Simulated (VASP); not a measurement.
# Cd2O in VASP: a series of runs, part 2 of 3

VASP 6.6.1.

### 3 Single point, PBE

This run uses another cell than the first one, of the same volume but with other edges.

INCAR reads:

```
SYSTEM = Cd2O
  PREC = Accurate
  ENCUT = 520
  EDIFF = 1E-6
  ISMEAR = 0
  SIGMA = 0.2
  LREAL = .FALSE.
  LASPH = .TRUE.
  NELM = 100
  ALGO = Normal
  ISIF = 2
  LWAVE = .FALSE.
  LCHARG = .FALSE.
  GGA = PE
  NBANDS = 39
```

KPOINTS reads:

```
regular mesh
0
G
  6 4 4
  0 0 0
```

POSCAR reads:

```
Cd2O
1.0
    2.9140435382     -1.6769491621      0.0280357907
    0.0620217012      0.0000000000     -5.1528990747
    2.9140435382      5.0308474863      0.0280357907
Cd O
4 2
Direct
    0.2492048144      0.2757864067      0.4164016048
    0.7492048144      0.2757864067      0.9164016048
    0.2507951856      0.7242135933      0.0835983952
    0.7507951856      0.7242135933      0.5835983952
    0.7500000000      1.0000000000      0.2500000000
    0.2500000000      1.0000000000      0.7500000000
```

Potentials or basis: VASP PAW PBE potentials, release 64 (Cd, O).

The run is started by

```
> cat potpaw_PBE.64/Cd/POTCAR potpaw_PBE.64/O/POTCAR > POTCAR
> mpirun -np 1 vasp_std > vasp.out
```

OUTCAR:

```text
SYSTEM = Cd2O
   PREC = Accurate
   ENCUT = 520
   EDIFF = 1E-6
   ISMEAR = 0
   LREAL = .FALSE.
   LASPH = .TRUE.
   NELM = 100
   ISIF = 2
   GGA = PE

 ion  position               nearest neighbor table
   1  0.249  0.276  0.416-   5 2.40   6 2.40   5 2.41   3 3.01   4 3.01   4 3.03   2 3.35   2 3.35
                             2 3.36   2 3.36   3 3.44   4 3.44   4 3.44
   2  0.749  0.276  0.916-   6 2.40   5 2.40   6 2.41   3 3.01   4 3.01   3 3.03   1 3.35   1 3.35
                             1 3.36   1 3.36   3 3.44   4 3.44   3 3.44
   3  0.251  0.724  0.084-   6 2.40   5 2.40   5 2.41   2 3.01   1 3.01   2 3.03   4 3.35   4 3.35
                             4 3.36   4 3.36   1 3.44   2 3.44   2 3.44
   4  0.751  0.724  0.584-   5 2.40   6 2.40   6 2.41   2 3.01   1 3.01   1 3.03   3 3.35   3 3.35
                             3 3.36   3 3.36   1 3.44   2 3.44   1 3.44
   5  0.750  0.000  0.250-   3 2.40   2 2.40   4 2.40   1 2.40   1 2.41   3 2.41
   6  0.250  0.000  0.750-   4 2.40   1 2.40   3 2.40   2 2.40   4 2.41   2 2.41

  LATTYP: Found a triclinic cell.
 ALAT       =     3.3622305454
 B/A-ratio  =     1.8283150471
 C/A-ratio  =     1.7291904327
 COS(alpha) =     0.0005509847
 COS(beta)  =     0.0028627407
 COS(gamma) =     0.5451969115

  Lattice vectors:

 A1 = (  -2.9140435382,   1.6769491621,  -0.0280357907)
 A2 = (  -2.8520218370,   1.6769491621,  -5.1809348654)
 A3 = (  -2.9140435382,  -5.0308474863,  -0.0280357907)

Analysis of symmetry for initial positions (statically):
=====================================================================
 Subroutine PRICEL returns following result:

  LATTYP: Found a base centered monoclinic cell.
 ALAT       =     5.8283568004
 B/A-ratio  =     0.5754449220
 C/A-ratio  =     0.8841724165
 COS(beta)  =    -0.0024150628

  Lattice vectors:

 A1 = (  -2.9140435382,  -1.6769491621,  -0.0280357907)
 A2 = (  -2.9140435382,   1.6769491621,  -0.0280357907)
 A3 = (   0.0620217012,   0.0000000000,  -5.1528990747)

   2 primitive cells build up your supercell.

 Routine SETGRP: Setting up the symmetry group for a
 triclinic supercell.

 Subroutine GETGRP returns: Found  2 space group operations
 (whereof  2 operations were pure point group operations)
 out of a pool of  2 trial point group operations.

The static configuration has the point symmetry S_2 .

Analysis of symmetry for dynamics (positions and initial velocities):
=====================================================================
 Subroutine PRICEL returns following result:

  LATTYP: Found a base centered monoclinic cell.
 ALAT       =     5.8283568004
 B/A-ratio  =     0.5754449220
 C/A-ratio  =     0.8841724165
 COS(beta)  =    -0.0024150628

  Lattice vectors:

 A1 = (  -2.9140435382,  -1.6769491621,  -0.0280357907)
 A2 = (  -2.9140435382,   1.6769491621,  -0.0280357907)
 A3 = (   0.0620217012,   0.0000000000,  -5.1528990747)

   2 primitive cells build up your supercell.

 Routine SETGRP: Setting up the symmetry group for a
 triclinic supercell.

 Subroutine GETGRP returns: Found  2 space group operations
 (whereof  2 operations were pure point group operations)
 out of a pool of  2 trial point group operations.

The dynamic configuration has the point symmetry S_2 .

 Subroutine INISYM returns: Found  2 space group operations
[... 50 lines left out ...]
 ===========================================

 Found     52 irreducible k-points:

 Following reciprocal coordinates:
            Coordinates               Weight
  0.000000  0.000000  0.000000      1.000000
  0.166667 -0.000000 -0.000000      2.000000
  0.333333 -0.000000 -0.000000      2.000000
  0.500000  0.000000  0.000000      1.000000
  0.000000  0.250000  0.000000      2.000000
  0.166667  0.250000  0.000000      2.000000
[... 16 lines left out ...]
  0.333333  0.250000  0.250000      2.000000
  0.500000  0.250000  0.250000      2.000000
 [... further k-points ...]
   k-points           NKPTS =     52   k-points in BZ     NKDIM =     52   number of bands    NBANDS=     39
   number of dos      NEDOS =    301   number of ions     NIONS =      6
   total plane-waves  NPLWV =  53760
   dimension x,y,z NGX =    28 NGY =   40 NGZ =   48
   dimension x,y,z NGXF=    56 NGYF=   80 NGZF=   96
   ions per type =               4   2
   NGX,Y,Z   is equivalent  to a cutoff of  13.84, 12.90, 13.73 a.u.
   NGXF,Y,Z  is equivalent  to a cutoff of  27.69, 25.81, 27.45 a.u.
 SYSTEM =  Cd2O
   PREC   = accura    normal or accurate (medium, high low for compatibility)
   ISTART =      0    job   : 0-new  1-cont  2-samecut
   ICHARG =      2    charge: 1-file 2-atom 10-const
   ISPIN  =      1    spin polarized calculation?
   LNONCOLLINEAR =      F non collinear calculations
   LSORBIT =      F    spin-orbit coupling
   LASPH  =      T    aspherical Exc in radial PAW
   ENCUT  =  520.0 eV  38.22 Ry    6.18 a.u.   6.25  9.58 10.81*2*pi/ulx,y,z
   NELM   =    100;   NELMIN=  2; NELMDL= -5     # of ELM steps
   EDIFF  = 0.1E-05   stopping-criterion for ELM
   LREAL  =      F    real-space projection
   EDIFFG = 0.1E-04   stopping-criterion for IOM
   NSW    =      0    number of steps for IOM
   IBRION =     -1    ionic relax: 0-MD 1-quasi-New 2-CG
   NFREE  =      0    steps in history (QN), initial steepest desc. (CG)
   ISIF   =      2    stress and relaxation
   ISYM   =      2    0-nonsym 1-usesym 2-fastsym
   POTIM  = 0.5000    time-step for ionic-motion
   TEBEG  =    0.0;   TEEND  =   0.0 temperature during run
   PSTRESS=    0.0 pullay stress
   NELECT =      60.0000    total number of electrons
   NUPDOWN=      -1.0000    fix difference up-down
   EMIN   =  10.00;   EMAX   =-10.00  energy-range for DOS
   EFERMI =   0.00;   METHOD = LEGACY
   ISMEAR =     0;   SIGMA  =   0.20  broadening in eV -4-tet -1-fermi 0-gaus
   EFERMI_NEDOS =   21; number of points for ismear=-14 and -15
   IALGO  =     38    algorithm
   IMIX   =      4    mixing-type and parameters
     AMIX     =   0.40;   BMIX     =  1.00
     AMIX_MAG =   1.60;   BMIX_MAG =  1.00
  volume/ion in A,a.u.               =      16.79       113.30
  Fermi-wavevector in a.u.,A,eV,Ry     =   1.377419  2.602944 25.814091  1.897282
  Thomas-Fermi vector in A             =   2.502574
   LORBIT       =      0    0 simple, 1 ext, 2 COOP (PROOUT), +10 PAW based schemes
   GGA     = PE    functional components
   LHFCALC =     F    Hartree Fock is set to
   AEXX    =    0.0000 exact exchange contribution
   IVDW    =     0    specifies the selected vdW correction
   LEPSILON=     F    determine dielectric tensor
   LRPA    =     F    only Hartree local field effects (RPA)
 non-spin polarized calculation
 Gauss-broadening in eV      SIGMA  =   0.20
  energy-cutoff  :      520.00
  volume of cell :      100.73
 maximum number of plane-waves:      2733
 NGX is ok and might be reduce to    28

 number of electron      59.9999990 magnetization

 Free energy of the ion-electron system (eV)
  ---------------------------------------------------
  ext. energy  EPLUGINS =         0.00000000
  ---------------------------------------------------
  free energy    TOTEN  =       -16.64190011 eV

  energy without entropy =      -16.62923813  energy(sigma->0) =      -16.63556912

 E-fermi :   2.7978     XC(G=0): -11.0829

 val. band max:        2.7828127749   @ k =   0.3333   0.5000  -0.0000
 cond. band min:       2.8320135609   @ k =   0.3333   0.5000  -0.0000
 fundamental gap:      0.0492007860
 Fermi energy:         2.7977830482

 k-point     1 :       0.0000    0.0000    0.0000
  band No.  band energies     occupation
      1     -15.4112      2.00000
      2     -15.0771      2.00000
      3      -6.3612      2.00000
      4      -6.2613      2.00000
      5      -6.2316      2.00000
      6      -6.1519      2.00000
[... 997 lines left out ...]
     38       8.5277      0.00000
     39      10.9007      0.00000

 [... further k-points ...]
[... 5 lines left out ...]
  --------------------------------------------------------------------------------------
  -------------------------------------------------------------------------------------
  Total        0.3506244      0.4097494      0.4608068      0.0163587      0.0016559      0.0112551
  in kB        5.5766686      6.5170502      7.3291166      0.2601851      0.0263369      0.1790127
  external PRESSURE =       6.4742785 kB  Pullay stress =       0.0000000 kB

 VOLUME and BASIS-vectors are now :
 -----------------------------------------------------------------------------
  energy-cutoff  :      520.00
  volume of cell :      100.73
      direct lattice vectors                 reciprocal lattice vectors
     2.914043538 -1.676949162  0.028035791     0.257344528 -0.149080250  0.003097469
     0.062021701  0.000000000 -5.152899075     0.001866873  0.000000000 -0.194043042
     2.914043538  5.030847486  0.028035791     0.085781509  0.149080250  0.001032490

 POSITION                                       TOTAL-FORCE (eV/Angst)
 -----------------------------------------------------------------------------------
      1.95671      1.67695     -1.40244         0.003654      0.006742     -0.046172
      4.87075      3.35390     -1.37440         0.003654      0.006742     -0.046172
      1.01935      0.00000     -3.72242        -0.003654     -0.006742      0.046172
      3.93340      1.67695     -3.69439        -0.003654     -0.006742      0.046172
      2.91404      0.00000      0.02804        -0.000000      0.000000      0.000000
      2.91404      3.35390      0.02804        -0.000000      0.000000      0.000000
 -----------------------------------------------------------------------------------
    total drift:                                0.000000      0.000000     -0.000000

  FREE ENERGIE OF THE ION-ELECTRON SYSTEM (eV)
  ---------------------------------------------------
  free  energy   TOTEN  =       -16.6419001108 eV

  energy  without entropy=      -16.6292381346  energy(sigma->0) =      -16.63556912
```

Wall time 1.9 min (1 thread of Intel Xeon 6975P-C (Granite Rapids), shared host); peak memory 0.31 GiB.

Results:

| Quantity | Value |
| --- | --- |
| Free energy | -16.6419 eV |
| Pressure | 0.6 GPa |
| Largest force | 0.047 eV/Å |
| Band gap on the k mesh | zero (bands 30 and 31 overlap by 2.78 eV) |

Forces in eV/Å, atoms in the order of the input:
```
Cd   0.004  0.007 -0.046
Cd   0.004  0.007 -0.046
Cd  -0.004 -0.007  0.046
Cd  -0.004 -0.007  0.046
O    0.000  0.000  0.000
O    0.000  0.000  0.000
```

[end of part 2 of 3]
